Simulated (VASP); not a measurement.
Wanted: the native input for a VASP 6.6.1 run.

- Task: single point
- Functional: PBE
- Potentials or basis: VASP PAW PBE potentials, release 64 (Si)
- Cutoff: 520 eV
- k mesh: 12 × 12 × 12
- Occupations: gaussian, width 0.05 eV
- Spin: no spin polarisation
- Dipole correction: no
- Further INCAR settings: ALGO = Normal; EDIFF = 1e-06; NBANDS = 16

The structure of Si lies in POSCAR:

```
Si
1.0
   -3.3455832169      3.3455832169      1.9304179815
    3.3455832169     -3.3455832169      1.9304179815
    3.3455832169      3.3455832169     -1.9304179815
Si
4
Direct
    0.1786105079      0.1786105079      0.3572210157
    0.8213894921      0.8213894921      0.6427789843
    0.1786105079      0.8213894921      0.0000000000
    0.8213894921      0.1786105079      0.0000000000
```

The input as run:

INCAR

```
SYSTEM = Si
PREC     = Accurate       ! precision mode
ENCUT    = 520            ! plane-wave cutoff, eV
EDIFF    = 1E-6           ! SCF threshold, eV
ISMEAR   = 0              ! smearing method
SIGMA    = 0.05           ! smearing width, eV
LREAL    = .False.        ! projectors in reciprocal space
LASPH    = .True.         ! aspherical terms in the spheres
NELM     = 80             ! most SCF steps
ALGO     = Normal         ! electronic algorithm
ISIF     = 2              ! what is computed and relaxed
LWAVE    = .False.        ! write WAVECAR
LCHARG   = .False.        ! write CHGCAR
GGA      = PE             ! functional
NBANDS   = 16             ! bands
```

KPOINTS

```
Automatic mesh
0
Gamma
  12 12 12
  0 0 0
```

Potentials or basis: VASP PAW PBE potentials, release 64 (Si).

Launch:

```sh
$ cat potpaw_PBE.64/Si/POTCAR > POTCAR
$ mpirun -np 1 vasp_std > vasp.out
```

It gave:

| Quantity | Value |
| --- | --- |
| Pressure | -0.1 GPa |
| Band gap on the k mesh | 0.26 eV (least direct gap 0.44 eV) |

It took 6.4 min on 1 thread of Intel Xeon 8259CL, with other jobs on the host, peak memory 0.33 GiB.
